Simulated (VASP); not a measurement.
Here is a VASP 6.6.1 calculation.

File POSCAR:

```
RbCl
1.0
    0.0000000000      3.3241694162      3.3241694162
    3.3241694162      0.0000000000      3.3241694162
    3.3241694162      3.3241694162      0.0000000000
Rb Cl
1 1
Direct
    0.0000000000      0.0000000000      0.0000000000
    0.5000000000      0.5000000000      0.5000000000
```

Contents of INCAR.step1:

```
PREC     = Accurate       # precision mode
ENCUT    = 520            # plane-wave cutoff, eV
ISMEAR   = -1             # smearing method
SIGMA    = 0.02           # smearing width, eV
LREAL    = False          # projectors in reciprocal space
LASPH    = True           # aspherical terms in the spheres
NELM     = 80             # most SCF steps
NBANDS   = 15             # bands
GGA      = PE             # functional
ALGO     = Normal         # electronic algorithm
EDIFF    = 1E-4           # SCF threshold, eV
LWAVE    = True           # write WAVECAR
LCHARG   = False          # write CHGCAR
```

File INCAR.step2:

```
PREC     = Accurate       # precision mode
ENCUT    = 520            # plane-wave cutoff, eV
EDIFF    = 1E-6           # SCF threshold, eV
ISMEAR   = -1             # smearing method
SIGMA    = 0.02           # smearing width, eV
LREAL    = False          # projectors in reciprocal space
LASPH    = True           # aspherical terms in the spheres
NELM     = 80             # most SCF steps
ALGO     = Normal         # electronic algorithm
ISIF     = 2              # what is computed and relaxed
LWAVE    = False          # write WAVECAR
LCHARG   = False          # write CHGCAR
METAGGA  = R2SCAN         # meta-GGA
LMIXTAU  = True         
NBANDS   = 15             # bands
ISTART   = 1
```

Contents of KPOINTS:

```
Automatic mesh
0
Gamma
  5 5 5
```

Potentials or basis: VASP PAW PBE potentials, release 64 (Rb_sv, Cl).

Command:

```sh
$ cat potpaw_PBE.64/Rb_sv/POTCAR potpaw_PBE.64/Cl/POTCAR > POTCAR
$ cp INCAR.step1 INCAR
$ mpirun -np 1 vasp_std > vasp.out
$ cp INCAR.step2 INCAR
$ mpirun -np 1 vasp_std > vasp.out
```

Problem. Estimate the band gap on the k mesh.

Solution. 5.50 eV, direct.

Problem. Predict the pressure.

Solution. -0.2 GPa.

Caveat: the PAW data sets were made with another functional, which shifts forces and pressure a little. r2SCAN opens gaps a little over a GGA but as a rule still falls short of measured ones.
